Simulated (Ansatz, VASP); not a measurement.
# Two plane-wave programs on SiW6

File INCAR:

```
  ALGO = Normal
  DIPOL = 0.5 0.5 0.318
  EDIFF = 1E-6
  ENCUT = 520
  GGA = PE
  IDIPOL = 3
  ISIF = 2
  ISMEAR = 0
  IVDW = 12
  LASPH = T
  LCHARG = F
  LDIPOL = T
  LREAL = F
  LWAVE = F
  NBANDS = 53
  NELM = 100
  PREC = Accurate
  SIGMA = 0.1
```

The input KPOINTS:

```
k-points
0
Gamma
  6 6 1
```

The input POSCAR:

```
SiW6
1.0
    4.4682526257      0.0000000000      0.0000000000
   -2.2341263128      3.8696202844      0.0000000000
    0.0000000000      0.0000000000     21.6259061357
W Si
6 1
Direct
    0.6666666667      0.3333333333      0.1849633479
    0.3333333333      0.6666666667      0.2271386095
    0.0000000000      0.0000000000      0.2693138710
    0.6666666667      0.3333333333      0.3085097946
    0.3333333333      0.6666666667      0.3483008428
    0.0000000000      0.0000000000      0.3849968683
    0.4444444444      0.2222222222      0.5005989607
```

Input for Ansatz:

```yaml
crystal:
  lattice:
    - [4.4682526257, 0.0, 0.0]
    - [-2.2341263128, 3.8696202844, 0.0]
    - [0.0, 0.0, 21.6259061357]
  atoms:
    - { symbol: W, position: [0.6666666667, 0.3333333333, 0.1849633479] }
    - { symbol: W, position: [0.3333333333, 0.6666666667, 0.2271386095] }
    - { symbol: W, position: [0.0, 0.0, 0.269313871] }
    - { symbol: W, position: [0.6666666667, 0.3333333333, 0.3085097946] }
    - { symbol: W, position: [0.3333333333, 0.6666666667, 0.3483008428] }
    - { symbol: W, position: [0.0, 0.0, 0.3849968683] }
    - { symbol: Si, position: [0.4444444444, 0.2222222222, 0.5005989607] }
basis:
  ecutwfc: 420
kpoints:
  mp_grid: { grid: [6, 6, 1] }
hamiltonian:
  xc: pbe
  pseudopotentials: { kind: paw, azcp: { folder: soft_1 } }
  dispersion: d3bj
scf:
  occupations: { method: gaussian, width: 0.1 }
output:
  forces: true
  eigenvalues: true
efield:
  axis: 3
  dipole_correction: true
  ramp_width: 0.04
```

Alike in both runs: task single point; functional PBE; dispersion D3(BJ); k mesh 6 × 6 × 1; occupations gaussian, width 0.1 eV; no spin polarisation.

```csv
,VASP,Ansatz
version,VASP 6.6.1,Ansatz 0.2.0
potentials or method,"VASP PAW PBE potentials, release 64 (W_sv, Si), cutoff 520 eV","scalar-relativistic, plane waves, PAW"
valence electrons in the cell,88,88
```

```tsv
	VASP	Ansatz	Ansatz less VASP
gap on the k mesh at the Fermi level (eV)	none	none	-
rms of the force components (eV/Å)	0.909	0.899	-0.0096
```

Atom by atom the forces differ by 0.021 eV/Å (rms over components). A gap of «none» marks a metal or a gap that the smearing closes.

Neither program's run includes spin-orbit coupling.
